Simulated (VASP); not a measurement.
Set up this calculation in VASP 6.6.1, as the native input.

* Task: single point
* Functional: PBE
* Dispersion: D3(BJ)
* Potentials or basis: VASP PAW PBE potentials, release 64 (O, H, C)
* Cutoff: 520 eV
* k mesh: 1 × 1 × 1
* Occupations: fermi-dirac, width 0.05 eV
* Spin: no spin polarisation
* Dipole correction: no
* Further INCAR settings: LREAL = Auto; ALGO = Normal; EDIFF = 1e-06; NBANDS = 50

The structure of H14CO8 lies in POSCAR:

```
H14CO8
1.0
    6.4416880000      0.0000000000      0.0000000000
    0.0000000000      6.4416880000      0.0000000000
    0.0000000000      0.0000000000      6.4416880000
O H C
8 14 1
Direct
    0.5311651232      0.1266282999      0.6653846011
    0.0343853971      0.9822735904      0.3398022382
    0.2592177702      0.4790359297      0.2623846420
    0.8552727173      0.6037703161      0.4334267664
    0.4485935984      0.7559354008      0.9554793712
    0.2125219352      0.1672542973      0.9285299133
    0.8218498009      0.6366654206      0.9657717046
    0.9237330340      0.9152414709      0.7842820081
    0.6650275518      0.1076891647      0.7299328996
    0.5574315304      0.2321596451      0.5602413529
    0.1210552265      1.0214403430      0.2211066416
    0.1351198630      1.0159759367      0.4448523431
    0.1353837690      0.5078172057      0.3403145263
    0.2118544083      0.3992276559      0.1435182828
    0.8858702874      0.7451463033      0.4058408293
    0.8026157119      0.5373901996      0.3088941905
    0.4113207594      0.9061289525      0.9354225166
    0.3684437992      0.7085565150      1.0701542825
    0.1067422079      0.0896193668      0.8503050753
    0.3419600577      0.1860071460      0.8478523021
    0.6776484673      0.7006393355      0.9608506342
    1.1218022357      0.6822745839      0.8653321924
    0.9524677383      0.7462950705      0.8636866610
```

The input as run:

INCAR

```
SYSTEM = H14CO8
PREC = Accurate ; ENCUT = 520
EDIFF = 1E-6 ; ISMEAR = -1
SIGMA = 0.05 ; LREAL = Auto
LASPH = .TRUE. ; NELM = 60
ALGO = Normal ; ISIF = 2
LWAVE = .FALSE. ; LCHARG = .FALSE.
GGA = PE ; IVDW = 12
NBANDS = 50
```

KPOINTS

```
Automatic mesh
0
G
  1 1 1
  0 0 0
```

Potentials or basis: VASP PAW PBE potentials, release 64 (O, H, C).

Launch:

```bash
$ cat potpaw_PBE.64/O/POTCAR potpaw_PBE.64/H/POTCAR potpaw_PBE.64/C/POTCAR > POTCAR
$ mpirun -np 1 vasp_gam > vasp.out
```

Results of the run:

```json
{"Pressure": "1.6 GPa", "Largest force": "3.147 eV/Å", "Band gap on the k mesh": "4.97 eV", "Dispersion energy per atom": "-0.034 eV"}
```

Caveat: the k points lie up to 0.98 Å⁻¹ apart.

Wall time 30 s on 1 thread of Intel(R) Xeon(R) Platinum 8259CL CPU @ 2.50GHz (Skylake/Cascade Lake), with other jobs on the host, peak memory 0.3 GiB.
